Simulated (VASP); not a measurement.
# Lu: single point with PBE

The system is Lu.

```
Lu
1.0
     3.56054    0.00000    0.00000
    -1.78027    3.08352    0.00000
     0.00000    0.00000    5.64191
Lu
2
Direct
  0.33333 0.66667 0.25000
  0.66667 0.33333 0.75000
```

```
Program             : VASP 6.6.1
Task                : single point
Functional          : PBE
Potentials or basis : VASP PAW PBE potentials, release 64 (Lu)
Cutoff              : 520 eV
k mesh              : 10 × 10 × 5
Occupations         : methfessel-paxton, width 0.1 eV
Spin                : no spin polarisation
```

* Pressure: -2.3 GPa
* Band gap on the k mesh: zero (band 25 reaches 2.80 eV, above the bottom of band 26 at 1.46 eV)

Stress tensor (GPa, compression positive):
```
-1.94  0.00  0.00
 0.00 -1.94  0.00
 0.00  0.00 -2.95
```

Levels at points of the mesh, in eV from the Fermi level:
```tsv
k point	band 23	band 24	band 25	band 26	band 27	band 28
(0.00, 0.00, 0.00)	-5.00	-2.35	0.40	2.15	2.15	2.41
(0.50, 0.00, 0.00)	-2.29	-1.31	-0.76	-0.36	1.44	1.88
```

It took 2.3 min on 1 thread of AMD EPYC 7R13, with other jobs on the host, peak memory 0.19 GiB.

Caveat: spin-orbit coupling is left out, which moves the levels of the heavy elements.
